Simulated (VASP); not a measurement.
A run of VASP 6.6.1 is set up as follows.

INCAR

```
SYSTEM = Al
  PREC = Accurate
  ENCUT = 500
  EDIFF = 1E-6
  ISMEAR = -1
  SIGMA = 0.06122561905347299
  LREAL = .FALSE.
  LASPH = .TRUE.
  NELM = 120
  ALGO = Normal
  ISIF = 2
  LWAVE = .FALSE.
  LCHARG = .TRUE.
  GGA = PE
  LELF = .TRUE.
  LVHAR = .TRUE.
  NBANDS = 8
  GGA_COMPAT = .FALSE.
```

KPOINTS

```
Automatic mesh
0
G
  14 14 14
  0 0 0
```

POSCAR

```
Al
1.0
    2.7038538291      0.0000000000      0.0000000000
    0.0000000000      2.7038538291      0.0000000000
    0.0000000000      0.0000000000      2.7038538291
Al
1
Direct
    0.0000000000      0.0000000000      0.0000000000
```

Potentials or basis: VASP PAW PBE potentials, release 64 (Al).

Launch:

```console
$ cat potpaw_PBE.64/Al/POTCAR > POTCAR
$ mpirun -np 1 vasp_std > vasp.out
```

(1) Estimate the band gap on the k mesh.

(2) Estimate the pressure.

## Answers

(1) zero (an odd number of electrons rules out a gap without spin polarisation).

(2) 1.3 GPa.
